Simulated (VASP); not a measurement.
Input of a VASP 6.6.1 run:

The input INCAR:

```
  PREC = Accurate
  ENCUT = 520
  EDIFF = 1E-6
  ISMEAR = 0
  SIGMA = 0.01
  LREAL = False
  LASPH = True
  NELM = 100
  ALGO = Normal
  ISIF = 2
  LWAVE = False
  LCHARG = False
  GGA = CA
  NBANDS = 49
  ISYM = 0
```

Contents of KPOINTS:

```
Automatic mesh
0
Gamma
  2 2 2
  0.5 0.5 0.5
```

The input POSCAR:

```
Rb2CuSbCl6
1.0
    0.0000000000      5.2070240000      5.2070240000
    5.2070240000      0.0000000000      5.2070240000
    5.2070240000      5.2070240000      0.0000000000
Rb Cu Sb Cl
2 1 1 6
Direct
    0.7500000000      0.7500000000      0.7500000000
    0.2500000000      0.2500000000      0.2500000000
    0.5000000000      0.5000000000      0.5000000000
    0.0000000000      0.0000000000      0.0000000000
    0.7423520000      0.2576480000      0.2576480000
    0.2576480000      0.2576480000      0.7423520000
    0.2576480000      0.7423520000      0.7423520000
    0.2576480000      0.7423520000      0.2576480000
    0.7423520000      0.2576480000      0.7423520000
    0.7423520000      0.7423520000      0.2576480000
```

Potentials or basis: VASP PAW LDA potentials, release 64 (Rb_sv, Cu, Sb, Cl).

Command:

```sh
$ cat potpaw_LDA.64/Rb_sv/POTCAR potpaw_LDA.64/Cu/POTCAR potpaw_LDA.64/Sb/POTCAR potpaw_LDA.64/Cl/POTCAR > POTCAR
$ mpirun -np 1 vasp_std > vasp.out
```

Problem. What does it give for the pressure?

Solution. -3.7 GPa.

Problem. What does it give for the band gap on the k mesh?

Solution. 1.54 eV (least direct gap 1.73 eV).

Forces on the atoms (eV/Å):
```
Rb   0.000  0.000  0.000
Rb   0.000  0.000  0.000
Cu   0.000  0.000  0.000
Sb   0.000  0.000  0.000
Cl   0.114  0.000  0.000
Cl   0.000  0.000  0.114
Cl  -0.114  0.000  0.000
Cl   0.000  0.114  0.000
Cl   0.000 -0.114  0.000
Cl   0.000  0.000 -0.114
```

Caveat: the cell stands under tension; spin-orbit coupling is left out, which moves the levels of the heavy elements; a shifted mesh leaves out Γ, where band edges can lie. A k mesh can miss the band edges.
